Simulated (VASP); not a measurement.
# Zr (P6/mmm) in VASP: further runs

Zr is run at these levels: PBEsol; tasks: single point.

All numbers are computed with VASP 6.6.1; they aren't measurements. Logs are shortened: lines on timing, memory, paths and dates and some standing lists are left out, and cuts for length are marked.

**1. The cell of the first run**

Symmetry: P6/mmm, No. 191, hexagonal system. The conventional cell has a = 4.976 Å, b = 4.976 Å, c = 3.107 Å, α = 90.00°, β = 90.00°, γ = 120.00°. Within 4.1 Å of Zr (site symmetry 6/mmm) lie 14 Zr at 3.11 to 3.27 Å. Zr (site symmetry -6m2) has 11 Zr at 2.87 to 3.27 Å within 3.8 Å.

**2. Single point, PBEsol**

INCAR reads:

```
ALGO = Normal ; EDIFF = 1E-6
ENCUT = 520 ; GGA = PS
ISIF = 2 ; ISMEAR = -1
LASPH = T ; LCHARG = T
LELF = T ; LREAL = F
LVHAR = T ; LWAVE = F
NBANDS = 25 ; NELM = 100
PREC = Accurate ; SIGMA = 0.1
```

KPOINTS reads:

```
k-points
0
Gamma
  8 8 11
```

POSCAR reads:

```
Zr
1.0
    4.9762445126      0.0000000000      0.0000000000
   -2.4881222563      4.3095541634      0.0000000000
    0.0000000000      0.0000000000      3.1071401290
Zr
3
Direct
    1.0000000000      0.0000000000      1.0000000000
    0.3333333333      0.6666666667      0.5000000000
    0.6666666667      0.3333333333      0.5000000000
```

Potentials or basis: VASP PAW PBE potentials, release 64 (Zr_sv).

On the command line:

```
$ cat potpaw_PBE.64/Zr_sv/POTCAR > POTCAR
$ mpirun -np 1 vasp_std > vasp.out
```

OUTCAR:

```text
EDIFF = 1E-6
   ENCUT = 520
   GGA = PS
   ISIF = 2
   ISMEAR = -1
   LASPH = T
   LREAL = F
   NELM = 100
   PREC = Accurate

 ion  position               nearest neighbor table
   1  0.000  0.000  0.000-   2 3.27   3 3.27   2 3.27   3 3.27   3 3.27   3 3.27   2 3.27   2 3.27
                             3 3.27   3 3.27   2 3.27   2 3.27
   2  0.333  0.667  0.500-   3 2.87   3 2.87   3 2.87   1 3.27   1 3.27   1 3.27   1 3.27   1 3.27
                             1 3.27
   3  0.667  0.333  0.500-   2 2.87   2 2.87   2 2.87   1 3.27   1 3.27   1 3.27   1 3.27   1 3.27
                             1 3.27

  LATTYP: Found a hexagonal cell.
 ALAT       =     4.9762445126
 C/A-ratio  =     0.6243945853

  Lattice vectors:

 A1 = (   4.9762445126,   0.0000000000,   0.0000000000)
 A2 = (  -2.4881222563,   4.3095541634,   0.0000000000)
 A3 = (   0.0000000000,   0.0000000000,   3.1071401290)

Analysis of symmetry for initial positions (statically):
=====================================================================
 Subroutine PRICEL returns:
 Original cell was already a primitive cell.

 Routine SETGRP: Setting up the symmetry group for a
 hexagonal supercell.

 Subroutine GETGRP returns: Found 24 space group operations
 (whereof 24 operations were pure point group operations)
 out of a pool of 24 trial point group operations.

The static configuration has the point symmetry D_6h.

Analysis of symmetry for dynamics (positions and initial velocities):
=====================================================================
 Subroutine PRICEL returns:
 Original cell was already a primitive cell.

 Routine SETGRP: Setting up the symmetry group for a
 hexagonal supercell.

 Subroutine GETGRP returns: Found 24 space group operations
 (whereof 24 operations were pure point group operations)
 out of a pool of 24 trial point group operations.

The dynamic configuration has the point symmetry D_6h.

 Subroutine INISYM returns: Found 24 space group operations
 (whereof 24 operations are pure point group operations),
 and found     1 'primitive' translations

----------------------------------------------------------------------------------------

                                     Primitive cell

  volume of cell :      66.6338

  direct lattice vectors                    reciprocal lattice vectors
     4.976244513  0.000000000  0.000000000     0.200954756  0.116021282  0.000000000
    -2.488122256  4.309554163  0.000000000     0.000000000  0.232042565  0.000000000
[... 82 lines left out ...]
   LNONCOLLINEAR =      F non collinear calculations
   LSORBIT =      F    spin-orbit coupling
   LASPH  =      T    aspherical Exc in radial PAW
   ENCUT  =  520.0 eV  38.22 Ry    6.18 a.u.   9.25  9.25  5.78*2*pi/ulx,y,z
   NELM   =    100;   NELMIN=  2; NELMDL= -5     # of ELM steps
   EDIFF  = 0.1E-05   stopping-criterion for ELM
   LREAL  =      F    real-space projection
   EDIFFG = 0.1E-04   stopping-criterion for IOM
   NSW    =      0    number of steps for IOM
   IBRION =     -1    ionic relax: 0-MD 1-quasi-New 2-CG
   NFREE  =      0    steps in history (QN), initial steepest desc. (CG)
   ISIF   =      2    stress and relaxation
   ISYM   =      2    0-nonsym 1-usesym 2-fastsym
   POTIM  = 0.5000    time-step for ionic-motion
   TEBEG  =    0.0;   TEEND  =   0.0 temperature during run
   PSTRESS=    0.0 pullay stress
   NELECT =      36.0000    total number of electrons
   NUPDOWN=      -1.0000    fix difference up-down
   EMIN   =  10.00;   EMAX   =-10.00  energy-range for DOS
   EFERMI =   0.00;   METHOD = LEGACY
   ISMEAR =    -1;   SIGMA  =   0.10  broadening in eV -4-tet -1-fermi 0-gaus
   EFERMI_NEDOS =   21; number of points for ismear=-14 and -15
   IALGO  =     38    algorithm
   IMIX   =      4    mixing-type and parameters
     AMIX     =   0.40;   BMIX     =  1.00
     AMIX_MAG =   1.60;   BMIX_MAG =  1.00
  volume/ion in A,a.u.               =      22.21       149.89
  Fermi-wavevector in a.u.,A,eV,Ry     =   1.333350  2.519665 24.188725  1.777821
  Thomas-Fermi vector in A             =   2.462215
   LORBIT       =      0    0 simple, 1 ext, 2 COOP (PROOUT), +10 PAW based schemes
   GGA     = PS    functional components
   LHFCALC =     F    Hartree Fock is set to
   AEXX    =    0.0000 exact exchange contribution
   IVDW    =     0    specifies the selected vdW correction
   LEPSILON=     F    determine dielectric tensor
   LRPA    =     F    only Hartree local field effects (RPA)
 non-spin polarized calculation
  energy-cutoff  :      520.00
  volume of cell :       66.63
 maximum number of plane-waves:      1836
 NGX is ok and might be reduce to    40
   NGX = 19   NGY = 19   NGZ = 11

 number of electron      36.0000000 magnetization

 Free energy of the ion-electron system (eV)
  ---------------------------------------------------
  ext. energy  EPLUGINS =         0.00000000
  ---------------------------------------------------
  free energy    TOTEN  =       -27.31593647 eV

  energy without entropy =      -27.21921952  energy(sigma->0) =      -27.26757799

 E-fermi :   9.2329     XC(G=0): -11.4169

 val. band max:        9.2038231048   @ k =   0.2500   0.2500   0.0909
 cond. band min:       9.2335240752   @ k =   0.3750   0.0000   0.0000
 fundamental gap:      0.0297009704
 Fermi energy:         9.2328946759

 k-point     1 :       0.0000    0.0000    0.0000
  band No.  band energies     occupation
      1     -39.4018      2.00000
      2     -39.1538      2.00000
      3     -38.9378      2.00000
      4     -17.6418      2.00000
      5     -17.6418      2.00000
      6     -17.5896      2.00000
[... 661 lines left out ...]
     24      12.0649      0.00000
     25      12.5779      0.00000

 [... further k-points ...]
[... 5 lines left out ...]
  --------------------------------------------------------------------------------------
  -------------------------------------------------------------------------------------
  Total        0.0569111      0.0569111      0.0217094      0.0000000     -0.0000000      0.0000000
  in kB        1.3683990      1.3683990      0.5219918      0.0000000     -0.0000000      0.0000000
  external PRESSURE =       1.0862633 kB  Pullay stress =       0.0000000 kB

 VOLUME and BASIS-vectors are now :
 -----------------------------------------------------------------------------
  energy-cutoff  :      520.00
  volume of cell :       66.63
      direct lattice vectors                 reciprocal lattice vectors
     4.976244513  0.000000000  0.000000000     0.200954756  0.116021282  0.000000000
    -2.488122256  4.309554163  0.000000000     0.000000000  0.232042565  0.000000000
     0.000000000  0.000000000  3.107140129     0.000000000  0.000000000  0.321839363

 POSITION                                       TOTAL-FORCE (eV/Angst)
 -----------------------------------------------------------------------------------
      0.00000      0.00000      0.00000         0.000000      0.000000     -0.000000
     -0.00000      2.87304      1.55357         0.000000     -0.000000      0.000000
      2.48812      1.43652      1.55357        -0.000000      0.000000     -0.000000
 -----------------------------------------------------------------------------------
    total drift:                                0.000000      0.000000      0.000000

  FREE ENERGIE OF THE ION-ELECTRON SYSTEM (eV)
  ---------------------------------------------------
  free  energy   TOTEN  =       -27.3159364688 eV

  energy  without entropy=      -27.2192195151  energy(sigma->0) =      -27.26757799
```

stdout:

```text
POSCAR found type information on POSCAR Zr
 POSCAR found :  1 types and       3 ions
 scaLAPACK will be used
 -----------------------------------------------------------------------------
|                                                                             |
|                                                                             |
|     You enforced a specific xc type in the INCAR file but a different       |
|     I HOPE YOU KNOW WHAT YOU ARE DOING!                                     |
|                                                                             |
 -----------------------------------------------------------------------------

 LDA part: xc-table for (Slater+PW92), standard interpolation
 POSCAR, INCAR and KPOINTS ok, starting setup
 FFT: planning ... GRIDC
 FFT: planning ... GRID_SOFT
 FFT: planning ... GRID
 WAVECAR not read
 entering main loop
```

Wall time 2.5 min (1 thread of Intel Xeon 8259CL, shared host); peak memory 0.23 GiB.

What came out:

- Free energy: -27.3159 eV
- Pressure: 0.1 GPa
- Band gap on the k mesh: zero (band 18 reaches 9.59 eV, above the bottom of band 19 at 8.99 eV)

Levels at points of the mesh, in eV from the Fermi level:
```tsv
k point	band 16	band 17	band 18	band 19	band 20	band 21
(0.00, 0.00, 0.00)	-0.46	-0.41	-0.41	-0.17	0.87	1.70
(0.50, 0.00, 0.00)	-0.64	-0.62	-0.49	0.02	0.74	1.16
```

Caveat: the PAW data sets were made with another functional, which shifts forces and pressure a little.

**3. Single point, PBEsol (volume scaled by 1.04)**

INCAR reads:

```
SYSTEM = Zr
PREC = Accurate
ENCUT = 520
EDIFF = 1E-6
ISMEAR = -1
SIGMA = 0.1
LREAL = .FALSE.
LASPH = .TRUE.
NELM = 100
ALGO = Normal
ISIF = 2
LWAVE = .FALSE.
LCHARG = .FALSE.
GGA = PS
NBANDS = 25
```

KPOINTS reads:

```
Automatic mesh
0
G
  8 8 11
  0 0 0
```

POSCAR reads:

```
Zr
1.0
    5.0417289237      0.0000000000      0.0000000000
   -2.5208644618      4.3662653269      0.0000000000
    0.0000000000      0.0000000000      3.1480282407
Zr
3
Direct
    1.0000000000      0.0000000000      1.0000000000
    0.3333333333      0.6666666667      0.5000000000
    0.6666666667      0.3333333333      0.5000000000
```

Potentials or basis: VASP PAW PBE potentials, release 64 (Zr_sv).

On the command line:

```
$ cat potpaw_PBE.64/Zr_sv/POTCAR > POTCAR
$ mpirun -np 1 vasp_std > vasp.out
```

Wall time 2.3 min (1 thread of Intel Xeon 8259CL, shared host); peak memory 0.23 GiB.

The run converged. Its results:

| Property | Result |
| --- | --- |
| Free energy | -27.2871 eV |
| Pressure | -3.6 GPa |
| Band gap on the k mesh | zero (band 18 reaches 9.13 eV, above the bottom of band 19 at 8.59 eV) |

Stress tensor (GPa, compression positive):
```
-3.58  0.00  0.00
 0.00 -3.58  0.00
 0.00  0.00 -3.71
```

Levels at points of the mesh, in eV from the Fermi level:
```csv
k point,band 14,band 15,band 16,band 17,band 18,band 19,band 20,band 21,band 22,band 23
"(0.00, 0.00, 0.00)",-2.33,-0.47,-0.47,-0.43,-0.43,-0.17,0.85,1.64,1.64,2.26
"(0.50, 0.00, 0.00)",-3.12,-2.88,-0.59,-0.56,-0.46,0.04,0.71,1.14,1.61,2.41
```

Caveat: the PAW data sets were made with another functional, which shifts forces and pressure a little.

**4. Single point, PBEsol (volume scaled by 1.08)**

INCAR reads:

```
SYSTEM = Zr
ALGO = Normal ; EDIFF = 1E-6
ENCUT = 520 ; GGA = PS
ISIF = 2 ; ISMEAR = -1
LASPH = .TRUE. ; LCHARG = .FALSE.
LREAL = .FALSE. ; LWAVE = .FALSE.
NBANDS = 25 ; NELM = 100
PREC = Accurate ; SIGMA = 0.1
```

KPOINTS reads:

```
k-points
0
G
  8 8 11
  0 0 0
```

POSCAR reads:

```
Zr
1.0
    5.1055550528      0.0000000000      0.0000000000
   -2.5527775264      4.4215403762      0.0000000000
    0.0000000000      0.0000000000      3.1878809302
Zr
3
Direct
    1.0000000000      0.0000000000      1.0000000000
    0.3333333333      0.6666666667      0.5000000000
    0.6666666667      0.3333333333      0.5000000000
```

On the command line:

```
$ cat potpaw_PBE.64/Zr_sv/POTCAR > POTCAR
$ mpirun -np 1 vasp_std > vasp.out
```

Wall time 2.4 min (1 thread of Intel Xeon 8259CL, shared host); peak memory 0.23 GiB.

Results (log left out):

```yaml
Free_energy: -27.2015 eV
Pressure: -6.7 GPa
Band_gap_on_the_k_mesh: zero (band 18 reaches 8.71 eV, above the bottom of band 19 at 8.21 eV)
```

Stress tensor (GPa, compression positive):
```
-6.68  0.00  0.00
 0.00 -6.68  0.00
 0.00  0.00 -6.86
```

Levels at points of the mesh, in eV from the Fermi level:
```csv
k point,band 16,band 17,band 18,band 19,band 20,band 21
"(0.00, 0.00, 0.00)",-0.49,-0.44,-0.44,-0.18,0.82,1.59
"(0.50, 0.00, 0.00)",-0.54,-0.51,-0.43,0.06,0.68,1.12
```

Caveat: the PAW data sets were made with another functional, which shifts forces and pressure a little.

**5. Overview**

| cell | gap on the mesh (eV) | pressure (GPa) |
| --- | --- | --- |
| a = 4.976, b = 4.976, c = 3.107 Å, angles 90.0, 90.0, 120.0°, 3 atoms | none | 0.1 |
| a = 5.042, b = 5.042, c = 3.148 Å, angles 90.0, 90.0, 120.0°, 3 atoms | none | -3.6 |
| a = 5.106, b = 5.106, c = 3.188 Å, angles 90.0, 90.0, 120.0°, 3 atoms | none | -6.7 |

Alike in all rows: task single point; level PBEsol; potentials or basis VASP PAW PBE potentials, release 64 (Zr_sv); no spin polarisation; k mesh 8 × 8 × 11; cutoff (eV) 520; smearing fermi-dirac 0.1 eV.

Caveats: the PAW data sets were made with another functional, which shifts forces and pressure a little.

Total energies depend on the potentials used, so only differences within one code and one set of settings carry meaning.
